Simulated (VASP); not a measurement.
# Si (Fm-3m) in VASP: further runs, part 2 of 2

VASP 6.6.1. The steps go on from the part before.

**3. Single point, LDA**

INCAR

```
ALGO     = Normal         # electronic algorithm
EDIFF    = 1E-6           # SCF threshold, eV
ENCUT    = 520            # plane-wave cutoff, eV
ISIF     = 2              # what is computed and relaxed
ISMEAR   = 1              # smearing method
LASPH    = T              # aspherical terms in the spheres
LCHARG   = F              # write CHGCAR
LREAL    = F              # projectors in reciprocal space
LWAVE    = F              # write WAVECAR
NBANDS   = 8              # bands
NELM     = 80             # most SCF steps
PREC     = Accurate       # precision mode
SIGMA    = 0.1            # smearing width, eV
```

KPOINTS

```
k-points
0
Gamma
  12 12 12
```

POSCAR

```
Si
1.0
    0.0000000000      1.6700000000      1.6700000000
    1.6700000000      0.0000000000      1.6700000000
    1.6700000000      1.6700000000      0.0000000000
Si
1
Direct
    0.0000000000      0.0000000000      0.0000000000
```

Potentials or basis: VASP PAW LDA potentials, release 64 (Si).

The run is started by

```sh
$ cat potpaw_LDA.64/Si/POTCAR > POTCAR
$ mpirun -np 1 vasp_std > vasp.out
```

OUTCAR:

```text
EDIFF = 1E-6
   ENCUT = 520
   ISIF = 2
   ISMEAR = 1
   LASPH = T
   LREAL = F
   NELM = 80
   PREC = Accurate

 ion  position               nearest neighbor table
   1  0.000  0.000  0.000-

  LATTYP: Found a face centered cubic cell.
 ALAT       =     3.3400000000

  Lattice vectors:

 A1 = (   0.0000000000,   1.6700000000,   1.6700000000)
 A2 = (   1.6700000000,   0.0000000000,   1.6700000000)
 A3 = (   1.6700000000,   1.6700000000,   0.0000000000)

Analysis of symmetry for initial positions (statically):
=====================================================================
 Subroutine PRICEL returns:
 Original cell was already a primitive cell.

 Routine SETGRP: Setting up the symmetry group for a
 face centered cubic supercell.

 Subroutine GETGRP returns: Found 48 space group operations
 (whereof 48 operations were pure point group operations)
 out of a pool of 48 trial point group operations.

The static configuration has the point symmetry O_h .

Analysis of symmetry for dynamics (positions and initial velocities):
=====================================================================
 Subroutine PRICEL returns:
 Original cell was already a primitive cell.

 Routine SETGRP: Setting up the symmetry group for a
 face centered cubic supercell.

 Subroutine GETGRP returns: Found 48 space group operations
 (whereof 48 operations were pure point group operations)
 out of a pool of 48 trial point group operations.

The dynamic configuration has the point symmetry O_h .

 Subroutine INISYM returns: Found 48 space group operations
 (whereof 48 operations are pure point group operations),
 and found     1 'primitive' translations

----------------------------------------------------------------------------------------

[... 109 lines left out ...]
     AMIX     =   0.40;   BMIX     =  1.00
     AMIX_MAG =   1.60;   BMIX_MAG =  1.00
  volume/ion in A,a.u.               =       9.31        62.86
  Fermi-wavevector in a.u.,A,eV,Ry     =   1.235099  2.333998 20.755266  1.525469
  Thomas-Fermi vector in A             =   2.369762
   LORBIT       =      0    0 simple, 1 ext, 2 COOP (PROOUT), +10 PAW based schemes
   GGA     = CA    functional components
   LHFCALC =     F    Hartree Fock is set to
   AEXX    =    0.0000 exact exchange contribution
   IVDW    =     0    specifies the selected vdW correction
   LEPSILON=     F    determine dielectric tensor
   LRPA    =     F    only Hartree local field effects (RPA)
 non-spin polarized calculation
 Methfessel and Paxton  Order N= 1 SIGMA  =   0.10
  energy-cutoff  :      520.00
  volume of cell :        9.31
 maximum number of plane-waves:       263
 NGX is ok and might be reduce to    18
   NGX =  9   NGY =  9   NGZ =  9

 number of electron       4.0000000 magnetization

 Free energy of the ion-electron system (eV)
  ---------------------------------------------------
  ext. energy  EPLUGINS =         0.00000000
  ---------------------------------------------------
  free energy    TOTEN  =        -4.65540391 eV

  energy without entropy =       -4.65496823  energy(sigma->0) =       -4.65525868

 E-fermi :  17.3843     XC(G=0): -13.1331

 val. band max:       17.3662616982   @ k =  -0.2500   0.0833   0.0000
 cond. band min:      17.3904408833   @ k =  -0.3333   0.2500   0.0000
 fundamental gap:      0.0241791851
 Fermi energy:        17.3843046329

 k-point     1 :       0.0000    0.0000    0.0000
  band No.  band energies     occupation
      1      -1.9655      2.00000
      2      30.8487      0.00000
      3      30.8487      0.00000
      4      30.8487      0.00000
      5      34.4682      0.00000
      6      34.4682      0.00000
      7      34.4682      0.00000
      8      37.5252      0.00000
[... 243 lines left out ...]
 k-point    24 :      -0.4167    0.1667    0.0000
  band No.  band energies     occupation
      1       7.2714      2.00000
      2       9.4983      2.00000
      3      21.6272      0.00000
      4      26.2202      0.00000
      5      29.1911      0.00000
      6      35.2192      0.00000
      7      39.7270      0.00000
      8      43.6773      0.00000

 [... further k-points ...]

------------------------ aborting loop because EDIFF is reached ----------------------------------------

  FORCE on cell =-STRESS in cart. coord.  units (eV):
  Direction    XX          YY          ZZ          XY          YZ          ZX
  --------------------------------------------------------------------------------------
  -------------------------------------------------------------------------------------
  Total        5.0235924      5.0235924      5.0235924     -0.0000000      0.0000000     -0.0000000
  in kB      864.0633117    864.0633117    864.0633117     -0.0000000      0.0000000     -0.0000000
  external PRESSURE =     864.0633117 kB  Pullay stress =       0.0000000 kB

 VOLUME and BASIS-vectors are now :
 -----------------------------------------------------------------------------
  energy-cutoff  :      520.00
  volume of cell :        9.31
      direct lattice vectors                 reciprocal lattice vectors
     0.000000000  1.670000000  1.670000000    -0.299401198  0.299401198  0.299401198
     1.670000000  0.000000000  1.670000000     0.299401198 -0.299401198  0.299401198
     1.670000000  1.670000000  0.000000000     0.299401198  0.299401198 -0.299401198

 POSITION                                       TOTAL-FORCE (eV/Angst)
 -----------------------------------------------------------------------------------
      0.00000      0.00000      0.00000         0.000000     -0.000000     -0.000000
 -----------------------------------------------------------------------------------
    total drift:                               -0.000000      0.000000      0.000000

  FREE ENERGIE OF THE ION-ELECTRON SYSTEM (eV)
  ---------------------------------------------------
  free  energy   TOTEN  =        -4.6554039093 eV

  energy  without entropy=       -4.6549682289  energy(sigma->0) =       -4.65525868
```

OSZICAR:

```text
N       E                     dE             d eps       ncg     rms          rms(c)
DAV:   1    -0.253530178863E+01   -0.25353E+01   -0.21755E+03  1392   0.405E+02
DAV:   2    -0.470540763204E+01   -0.21701E+01   -0.21140E+01  1680   0.317E+01
DAV:   3    -0.471502724218E+01   -0.96196E-02   -0.96197E-02  1344   0.198E+00
DAV:   4    -0.471503135753E+01   -0.41153E-05   -0.41151E-05  1816   0.441E-02
DAV:   5    -0.471503135779E+01   -0.25682E-09   -0.54704E-09  1392   0.301E-04    0.639E+00
DAV:   6    -0.467767909393E+01    0.37352E-01   -0.36285E-03  1376   0.319E-01    0.357E+00
DAV:   7    -0.465557533077E+01    0.22104E-01   -0.74971E-03  1456   0.460E-01    0.217E-01
DAV:   8    -0.465540524408E+01    0.17009E-03   -0.51703E-05  1752   0.464E-02    0.415E-02
DAV:   9    -0.465540391630E+01    0.13278E-05   -0.48555E-07  1464   0.452E-03    0.990E-04
DAV:  10    -0.465540390934E+01    0.69624E-08   -0.41650E-09   960   0.404E-04
   1 F= -.46554039E+01 E0= -.46552587E+01  d E =-.435680E-03
```

Run time: 6.5 s. Hardware: 1 thread of AMD EPYC 7R43 (Zen 3), shared host; peak memory 0.07 GiB.

Results:

- Free energy: -4.6554 eV
- Pressure: 86.4 GPa
- Band gap on the k mesh: zero (band 2 reaches 30.85 eV, above the bottom of band 3 at 13.70 eV)

Levels at points of the mesh, in eV from the Fermi level:
```
           k point  band 1  band 2  band 3  band 4  band 5
(0.00, 0.00, 0.00)  -19.35   13.46   13.46   13.46   17.08
(0.50, 0.00, 0.00)  -10.38   -9.44   11.94   11.94   13.08
(0.50, 0.50, 0.00)   -7.95   -5.58    3.15    4.51    4.51
```
